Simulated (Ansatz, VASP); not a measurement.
## SrCl2: VASP beside Ansatz

POSCAR

```
SrCl2
1.0
    0.0000000000      3.5332525093      3.3919224089
    3.5332525093      0.0000000000      3.3919224089
    3.5332525093      3.5332525093      0.0000000000
Sr Cl
1 2
Direct
    0.0000000000      0.0000000000      0.0000000000
    0.2500000000      0.2500000000      0.2500000000
    0.7500000000      0.7500000000      0.7500000000
```

The input INCAR.step1:

```
SYSTEM = SrCl2
PREC = Accurate
ENCUT = 520
ISMEAR = 0
SIGMA = 0.05
LREAL = .FALSE.
LASPH = .TRUE.
NELM = 80
NBANDS = 19
GGA = PE
ALGO = Normal
EDIFF = 1E-4
LWAVE = .TRUE.
LCHARG = .FALSE.
```

The input INCAR.step2:

```
SYSTEM = SrCl2
PREC = Accurate
ENCUT = 520
EDIFF = 1E-7
ISMEAR = 0
SIGMA = 0.05
LREAL = .FALSE.
LASPH = .TRUE.
NELM = 80
ALGO = Normal
ISIF = 2
LWAVE = .FALSE.
LCHARG = .FALSE.
METAGGA = R2SCAN
LMIXTAU = .TRUE.
NBANDS = 19
ISTART = 1
```

File KPOINTS:

```
regular mesh
0
G
  6 6 6
  0 0 0
```

Input for Ansatz:

```yaml
crystal:
  lattice:
    - [0.0, 3.5332525093, 3.3919224089]
    - [3.5332525093, 0.0, 3.3919224089]
    - [3.5332525093, 3.5332525093, 0.0]
  atoms:
    - { symbol: Sr, position: [0.0, 0.0, 0.0] }
    - { symbol: Cl, position: [0.25, 0.25, 0.25] }
    - { symbol: Cl, position: [0.75, 0.75, 0.75] }
basis:
  ecutwfc: 500
kpoints:
  mp_grid: { grid: [6, 6, 6] }
hamiltonian:
  xc: r2scan
scf:
  occupations: { method: gaussian, width: 0.05 }
output:
  forces: true
  stress: true
  eigenvalues: true
```

Alike in both runs: task single point; functional r2SCAN; k mesh 6 × 6 × 6; occupations gaussian, width 0.05 eV; no spin polarisation.

```csv
,VASP,Ansatz
version,VASP 6.6.1,Ansatz 0.2.0
potentials or method,"VASP PAW PBE potentials, release 64 (Sr_sv, Cl), cutoff 520 eV","scalar-relativistic, plane waves, PAW"
valence electrons in the cell,24,24
```

VASP gave:

| Quantity | Value |
| --- | --- |
| gap on the k mesh at the Fermi level (eV) | 5.73 |
| least direct gap on the mesh (eV) | 5.79 |
| pressure (GPa) | 0.5 |
| traceless stress, the component that is largest in VASP (GPa) | 1.53 |

Q: What did Ansatz give for the same quantities?

A: gap on the k mesh at the Fermi level (eV): 5.73; least direct gap on the mesh (eV): 5.79; pressure (GPa): 0.4; traceless stress, the component that is largest in VASP (GPa): 1.54.

VASP's potentials were made for PBE, not for r2SCAN. With one functional, cell and mesh, what is left measures potentials, basis and numerics.
